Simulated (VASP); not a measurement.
# ZnCl3 (P-6m2) in VASP: a series of runs

ZnCl3 is run at these levels: PBE; tasks: single point, relaxation of cell and atoms.

All numbers are computed with VASP 6.6.1; they aren't measurements. Logs are shortened: lines on timing, memory, paths and dates and some standing lists are left out, and cuts for length are marked.

### 1 The cell of the first run

The structure is hexagonal, space group P-6m2 (No. 187). The conventional cell has a = 3.188 Å, b = 3.188 Å, c = 10.101 Å, α = 90.00°, β = 90.00°, γ = 120.00°. Zn (site symmetry -6m2) has 6 Cl at 3.13 Å and 6 Zn at 3.19 Å within 4.1 Å. Cl (site symmetry -6m2) has 12 Cl at 3.12 to 3.19 Å within 4.1 Å. Within 4.1 Å of Cl (site symmetry 3m) lie 9 Cl at 3.12 to 3.19 Å and 3 Zn at 3.13 Å.

The cell was generated, and may not be a known phase.

### 2 Single point, PBE

Contents of INCAR:

```
  PREC = Accurate
  ENCUT = 520
  EDIFF = 1E-6
  ISMEAR = 0
  SIGMA = 0.1
  LREAL = False
  LASPH = True
  NELM = 60
  ALGO = Normal
  ISIF = 2
  LWAVE = False
  LCHARG = True
  GGA = PE
  LELF = True
  LVHAR = True
  NBANDS = 24
```

Contents of KPOINTS:

```
regular mesh
0
Gamma
  6 6 2
```

Contents of POSCAR:

```
ZnCl3
1.0
    3.1882930900      0.0000000000      0.0000000000
   -1.5941465400      2.7611428100      0.0000000000
    0.0000000000      0.0000000000     10.1014236700
Zn Cl
1 3
Direct
    0.6666666700      0.3333333300      0.0000000000
    0.6666666700      0.3333333300      0.5000000000
    0.3333333300      0.6666666700      0.2505199900
    0.3333333300      0.6666666700      0.7494800100
```

Potentials or basis: VASP PAW PBE potentials, release 64 (Zn, Cl).

Started as:

```console
cat potpaw_PBE.64/Zn/POTCAR potpaw_PBE.64/Cl/POTCAR > POTCAR
mpirun -np 1 vasp_std > vasp.out
```

OUTCAR:

```text
PREC = Accurate
   ENCUT = 520
   EDIFF = 1E-6
   ISMEAR = 0
   LREAL = False
   LASPH = True
   NELM = 60
   ISIF = 2
   GGA = PE

 ion  position               nearest neighbor table
   1  0.667  0.333  0.000-
   2  0.667  0.333  0.500-
   3  0.333  0.667  0.251-
   4  0.333  0.667  0.749-

  LATTYP: Found a hexagonal cell.
 ALAT       =     3.1882930900
 C/A-ratio  =     3.1682857833

  Lattice vectors:

 A1 = (   3.1882930900,   0.0000000000,   0.0000000000)
 A2 = (  -1.5941465400,   2.7611428100,   0.0000000000)
 A3 = (   0.0000000000,   0.0000000000,  10.1014236700)

Analysis of symmetry for initial positions (statically):
=====================================================================
 Subroutine PRICEL returns:
 Original cell was already a primitive cell.

 Routine SETGRP: Setting up the symmetry group for a
 hexagonal supercell.

 Subroutine GETGRP returns: Found 12 space group operations
 (whereof 12 operations were pure point group operations)
 out of a pool of 24 trial point group operations.

The static configuration has the point symmetry D_3h.

Analysis of symmetry for dynamics (positions and initial velocities):
=====================================================================
 Subroutine PRICEL returns:
 Original cell was already a primitive cell.

 Routine SETGRP: Setting up the symmetry group for a
 hexagonal supercell.

 Subroutine GETGRP returns: Found 12 space group operations
 (whereof 12 operations were pure point group operations)
 out of a pool of 24 trial point group operations.

The dynamic configuration has the point symmetry D_3h.

 Subroutine INISYM returns: Found 12 space group operations
 (whereof 12 operations are pure point group operations),
 and found     1 'primitive' translations

----------------------------------------------------------------------------------------

                                     Primitive cell

  volume of cell :      88.9262

  direct lattice vectors                    reciprocal lattice vectors
     3.188293090  0.000000000  0.000000000     0.313647451  0.181084440  0.000000000
[... 73 lines left out ...]
   ISPIN  =      1    spin polarized calculation?
   LNONCOLLINEAR =      F non collinear calculations
   LSORBIT =      F    spin-orbit coupling
   LASPH  =      T    aspherical Exc in radial PAW
   ENCUT  =  520.0 eV  38.22 Ry    6.18 a.u.   5.93  5.93 18.78*2*pi/ulx,y,z
   NELM   =     60;   NELMIN=  2; NELMDL= -5     # of ELM steps
   EDIFF  = 0.1E-05   stopping-criterion for ELM
   LREAL  =      F    real-space projection
   EDIFFG = 0.1E-04   stopping-criterion for IOM
   NSW    =      0    number of steps for IOM
   IBRION =     -1    ionic relax: 0-MD 1-quasi-New 2-CG
   NFREE  =      0    steps in history (QN), initial steepest desc. (CG)
   ISIF   =      2    stress and relaxation
   ISYM   =      2    0-nonsym 1-usesym 2-fastsym
   POTIM  = 0.5000    time-step for ionic-motion
   TEBEG  =    0.0;   TEEND  =   0.0 temperature during run
   PSTRESS=    0.0 pullay stress
   NELECT =      33.0000    total number of electrons
   NUPDOWN=      -1.0000    fix difference up-down
   EMIN   =  10.00;   EMAX   =-10.00  energy-range for DOS
   EFERMI =   0.00;   METHOD = LEGACY
   ISMEAR =     0;   SIGMA  =   0.10  broadening in eV -4-tet -1-fermi 0-gaus
   EFERMI_NEDOS =   21; number of points for ismear=-14 and -15
   IALGO  =     38    algorithm
   IMIX   =      4    mixing-type and parameters
     AMIX     =   0.40;   BMIX     =  1.00
     AMIX_MAG =   1.60;   BMIX_MAG =  1.00
  volume/ion in A,a.u.               =      22.23       150.03
  Fermi-wavevector in a.u.,A,eV,Ry     =   1.176439  2.223148 18.830596  1.384010
  Thomas-Fermi vector in A             =   2.312803
   LORBIT       =      0    0 simple, 1 ext, 2 COOP (PROOUT), +10 PAW based schemes
   GGA     = PE    functional components
   LHFCALC =     F    Hartree Fock is set to
   AEXX    =    0.0000 exact exchange contribution
   IVDW    =     0    specifies the selected vdW correction
   LEPSILON=     F    determine dielectric tensor
   LRPA    =     F    only Hartree local field effects (RPA)
 non-spin polarized calculation
 Gauss-broadening in eV      SIGMA  =   0.10
  energy-cutoff  :      520.00
  volume of cell :       88.93
 maximum number of plane-waves:      2424
 NGX is ok and might be reduce to    24
   NGX = 11   NGY = 11   NGZ = 37

 number of electron      33.0000000 magnetization

 Free energy of the ion-electron system (eV)
  ---------------------------------------------------
  ext. energy  EPLUGINS =         0.00000000
  ---------------------------------------------------
  free energy    TOTEN  =        -4.59980595 eV

  energy without entropy =       -4.56388987  energy(sigma->0) =       -4.58184791

 E-fermi :   1.2419     XC(G=0):  -9.3926

 val. band max:        1.2397966536   @ k =   0.3333   0.0000   0.0000
 cond. band min:       1.2496546307   @ k =   0.1667   0.0000   0.0000
 fundamental gap:      0.0098579771
 Fermi energy:         1.2419308883

 k-point     1 :       0.0000    0.0000    0.0000
  band No.  band energies     occupation
      1     -13.6303      2.00000
      2     -13.2374      2.00000
      3     -12.5130      2.00000
      4      -5.7873      2.00000
      5      -5.6811      2.00000
      6      -5.6811      2.00000
[... 367 lines left out ...]
     23      11.2709      0.00000
     24      13.2795      0.00000

------------------------ aborting loop because EDIFF is reached ----------------------------------------

  FORCE on cell =-STRESS in cart. coord.  units (eV):
  Direction    XX          YY          ZZ          XY          YZ          ZX
  --------------------------------------------------------------------------------------
  -------------------------------------------------------------------------------------
  Total       -0.0083215     -0.0083215     -5.3004273     -0.0000000      0.0000000      0.0000000
  in kB       -0.1499287     -0.1499287    -95.4974489     -0.0000000      0.0000000      0.0000000
  external PRESSURE =     -31.9324354 kB  Pullay stress =       0.0000000 kB

 VOLUME and BASIS-vectors are now :
 -----------------------------------------------------------------------------
  energy-cutoff  :      520.00
  volume of cell :       88.93
      direct lattice vectors                 reciprocal lattice vectors
     3.188293090  0.000000000  0.000000000     0.313647451  0.181084440  0.000000000
    -1.594146540  2.761142810  0.000000000     0.000000000  0.362168880  0.000000000
     0.000000000  0.000000000 10.101423670     0.000000000  0.000000000  0.098995947

 POSITION                                       TOTAL-FORCE (eV/Angst)
 -----------------------------------------------------------------------------------
      1.59415      0.92038      0.00000         0.000000     -0.000000      0.000000
      1.59415      0.92038      5.05071         0.000000     -0.000000      0.000000
     -0.00000      1.84076      2.53061        -0.000000      0.000000     -1.338605
     -0.00000      1.84076      7.57082        -0.000000      0.000000      1.338605
 -----------------------------------------------------------------------------------
    total drift:                                0.000012     -0.000007      0.000000

  FREE ENERGIE OF THE ION-ELECTRON SYSTEM (eV)
  ---------------------------------------------------
  free  energy   TOTEN  =        -4.5998059502 eV

  energy  without entropy=       -4.5638898742  energy(sigma->0) =       -4.58184791
```

Run time: 20 s. Hardware: 1 thread of Intel Xeon 6975P-C (Granite Rapids), shared host; peak memory 0.2 GiB.

What came out:

```yaml
Free_energy: -4.5998 eV
Pressure: -3.2 GPa
Largest_force: 1.339 eV/Å
Band_gap_on_the_k_mesh: zero (an odd number of electrons rules out a gap without spin polarisation)
```

Forces in eV/Å, atoms in the order of the input:
```
Zn   0.000  0.000  0.000
Cl   0.000  0.000  0.000
Cl   0.000  0.000 -1.339
Cl   0.000  0.000  1.339
```

Levels at points of the mesh, in eV from the Fermi level:
| k point | band 13 | band 14 | band 15 | band 16 | band 17 | band 18 | band 19 | band 20 | band 21 | band 22 |
| --- | --- | --- | --- | --- | --- | --- | --- | --- | --- | --- |
| (0.00, 0.00, 0.00) | 0.10 | 0.10 | 0.24 | 0.24 | 0.57 | 0.57 | 5.17 | 9.48 | 10.23 | 10.47 |
| (0.50, 0.00, 0.00) | -1.88 | -0.94 | -0.60 | -0.55 | -0.04 | 0.25 | 1.71 | 5.95 | 8.64 | 8.83 |
| (0.00, 0.00, 0.50) | 0.10 | 0.23 | 0.23 | 0.49 | 0.57 | 0.57 | 4.84 | 9.85 | 9.86 | 10.77 |
| (0.50, 0.00, 0.50) | -1.20 | -0.92 | -0.90 | -0.63 | -0.02 | 0.36 | 1.67 | 6.00 | 8.61 | 8.82 |

Caveat: the k points lie up to 0.38 Å⁻¹ apart, too coarse for converged energies and pressures of a metal; an odd number of electrons without spin polarisation forces a metal; a magnetic or distorted state may lie lower.

### 3 Single point, PBE

This run uses another cell than the first one, of 26.84 Å³/atom.

Contents of INCAR:

```
SYSTEM = ZnCl3
ALGO = Normal
EDIFF = 1E-7
ENCUT = 520
GGA = PE
ISIF = 2
ISMEAR = 0
LASPH = .True.
LCHARG = .False.
LREAL = .False.
LWAVE = .False.
NBANDS = 24
NELM = 80
PREC = Accurate
SIGMA = 0.1
```

Contents of KPOINTS:

```
k-points
0
Gamma
  6 6 2
  0 0 0
```

Contents of POSCAR:

```
ZnCl3
1.0
    3.3801337431     -0.0000000031      0.0000000000
   -1.6900668689      2.9272816913      0.0000000000
    0.0000000000      0.0000000000     10.8506453852
Zn Cl
1 3
Direct
    0.6666666667      0.3333333333      0.0000000000
    0.6666666667      0.3333333333      0.5000000000
    0.3333333333      0.6666666667      0.1427377914
    0.3333333333      0.6666666667      0.8572622086
```

Potentials or basis: VASP PAW PBE potentials, release 64 (Zn, Cl).

Started as:

```console
cat potpaw_PBE.64/Zn/POTCAR potpaw_PBE.64/Cl/POTCAR > POTCAR
mpirun -np 1 vasp_std > vasp.out
```

Wall time 38 s (1 thread of Intel Xeon 6975P-C (Granite Rapids), shared host); peak memory 0.24 GiB.

It converged, with:

| Item | Value |
| --- | --- |
| Free energy | -8.2426 eV |
| Pressure | 0.1 GPa |
| Largest force | 0.012 eV/Å |
| Band gap on the k mesh | zero (an odd number of electrons rules out a gap without spin polarisation) |

Forces in eV/Å, atoms in the order of the input:
```
Zn   0.000  0.000  0.000
Cl   0.000  0.000  0.000
Cl   0.000  0.000  0.012
Cl   0.000  0.000 -0.012
```

Levels at points of the mesh, in eV from the Fermi level:
```tsv
k point	band 13	band 14	band 15	band 16	band 17	band 18	band 19	band 20	band 21	band 22
(0.00, 0.00, 0.00)	-0.34	-0.02	-0.02	0.54	0.54	3.65	7.50	7.97	9.81	9.81
(0.50, 0.00, 0.00)	-1.44	-0.45	-0.43	-0.19	-0.03	3.91	5.91	8.10	9.64	9.87
(0.00, 0.00, 0.50)	-0.34	-0.02	-0.02	0.54	0.54	3.73	7.18	8.55	9.58	9.81
(0.50, 0.00, 0.50)	-1.44	-0.43	-0.38	-0.25	-0.03	3.92	5.93	8.14	9.63	9.75
```

Caveat: this functional lacks dispersion, which binds layers or chains, so the pressure and a relaxed spacing across them are unreliable; an odd number of electrons without spin polarisation forces a metal; a magnetic or distorted state may lie lower.

### 4 Relaxation of cell and atoms, PBE

Contents of INCAR:

```
SYSTEM = ZnCl3
ALGO = Normal
EDIFF = 1E-6
EDIFFG = -0.04
ENCUT = 600
GGA = PE
IBRION = 2
ISIF = 3
ISMEAR = 0
LASPH = .TRUE.
LCHARG = .FALSE.
LREAL = .FALSE.
LWAVE = .FALSE.
NELM = 80
NSW = 90
PREC = Accurate
SIGMA = 0.1
```

Contents of KPOINTS:

```
k-points
0
G
  6 6 2
  0 0 0
```

Contents of POSCAR:

```
ZnCl3
1.0
    3.1882930900      0.0000000000      0.0000000000
   -1.5941465400      2.7611428100      0.0000000000
    0.0000000000      0.0000000000     10.1014236700
Zn Cl
1 3
Direct
    0.6666666700      0.3333333300      0.0000000000
    0.6666666700      0.3333333300      0.5000000000
    0.3333333300      0.6666666700      0.2505199900
    0.3333333300      0.6666666700      0.7494800100
```

Started as:

```console
cat potpaw_PBE.64/Zn/POTCAR potpaw_PBE.64/Cl/POTCAR > POTCAR
mpirun -np 1 vasp_std > vasp.out
```

Run time: 7.6 min. Hardware: 1 thread of Intel Xeon 6975P-C (Granite Rapids), shared host; peak memory 0.26 GiB.

Results (log left out):

```yaml
Free_energy: -8.2384 eV
Relaxed_volume: 26.36 Å³/atom
Relaxed_cell: a = 3.384 Å, b = 3.384 Å, c = 10.635 Å, α = 90.00°, β = 90.00°, γ = 120.00°
Space_group_after_relaxing_to_0.1_Å: P-6m2 (No. 187)
Pressure_after_relaxing: 0.0 GPa
Band_gap_on_the_k_mesh: zero (an odd number of electrons rules out a gap without spin polarisation)
```

Forces in eV/Å, atoms in the order of the input:
```
Zn   0.000  0.000  0.000
Cl   0.000  0.000  0.000
Cl   0.000  0.000 -0.003
Cl   0.000  0.000  0.003
```

Stress tensor (GPa, compression positive):
```
-0.05  0.00  0.00
 0.00 -0.05  0.00
 0.00  0.00  0.09
```

Final structure:
```
CELL_PARAMETERS angstrom
3.38359 0.00000 0.00000
-1.69179 2.93027 0.00000
0.00000 0.00000 10.63469
ATOMIC_POSITIONS crystal
Zn 0.66667 0.33333 0.00000
Cl 0.66667 0.33333 0.50000
Cl 0.33333 0.66667 0.14567
Cl 0.33333 0.66667 0.85433
```

Levels at points of the mesh, in eV from the Fermi level:
```csv
k point,band 14,band 15,band 16,band 17,band 18,band 19,band 20
"(0.00, 0.00, 0.00)",-0.02,-0.02,0.54,0.54,3.65,7.51,8.09
"(0.50, 0.00, 0.00)",-0.46,-0.43,-0.18,-0.03,3.92,5.91,8.10
"(0.00, 0.00, 0.50)",-0.02,-0.02,0.54,0.54,3.74,7.21,8.65
"(0.50, 0.00, 0.50)",-0.43,-0.37,-0.26,-0.03,3.92,5.93,8.15
```

Caveat: the k points lie up to 0.36 Å⁻¹ apart in the final cell, too coarse for converged energies and pressures of a metal; the volume moved by over 15 % at a fixed basis, so the end points are rough; this functional lacks dispersion, which binds layers or chains, so the pressure and a relaxed spacing across them are unreliable; an odd number of electrons without spin polarisation forces a metal; a magnetic or distorted state may lie lower.

(Part 1 of 2 ends here.)

The gap in the log of VASP goes by the Fermi energy; the results here count the filled bands.